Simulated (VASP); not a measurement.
Input of a VASP 6.6.1 run:

Contents of INCAR:

```
ALGO     = Normal         # electronic algorithm
EDIFF    = 1E-6           # SCF threshold, eV
ENCUT    = 520            # plane-wave cutoff, eV
GGA      = PE             # functional
ISIF     = 2              # what is computed and relaxed
ISMEAR   = -1             # smearing method
LASPH    = T              # aspherical terms in the spheres
LCHARG   = F              # write CHGCAR
LREAL    = F              # projectors in reciprocal space
LWAVE    = F              # write WAVECAR
NBANDS   = 22             # bands
NELM     = 100            # most SCF steps
PREC     = Accurate       # precision mode
SIGMA    = 0.1            # smearing width, eV
```

File KPOINTS:

```
k-points
0
Gamma
  17 17 5
```

The input POSCAR:

```
Re
1.0
    2.6612960909      0.0000000000      0.0000000000
   -1.3306480454      2.3047500218      0.0000000000
    0.0000000000      0.0000000000      8.5788059531
Re
4
Direct
    0.0000000000      0.0000000000      1.0000000000
    0.0000000000      1.0000000000      0.5000000000
    0.3333333333      0.6666666667      0.2500000000
    0.6666666667      0.3333333333      0.7500000000
```

Potentials or basis: VASP PAW PBE potentials, release 64 (Re).

The run is started by

```bash
$ cat potpaw_PBE.64/Re/POTCAR > POTCAR
$ mpirun -np 1 vasp_std > vasp.out
```

Task: What does it give for the band gap on the k mesh?

Result: Zero (bands 14 and 15 overlap by 3.12 eV).

Task: Estimate the pressure.

Result: 62.4 GPa.

Stress tensor (GPa, compression positive):
```
62.40  0.00  0.00
 0.00 62.40  0.00
 0.00  0.00 62.27
```

Caveat: the cell stands under pressure; spin-orbit coupling is left out, which moves the levels of the heavy elements.
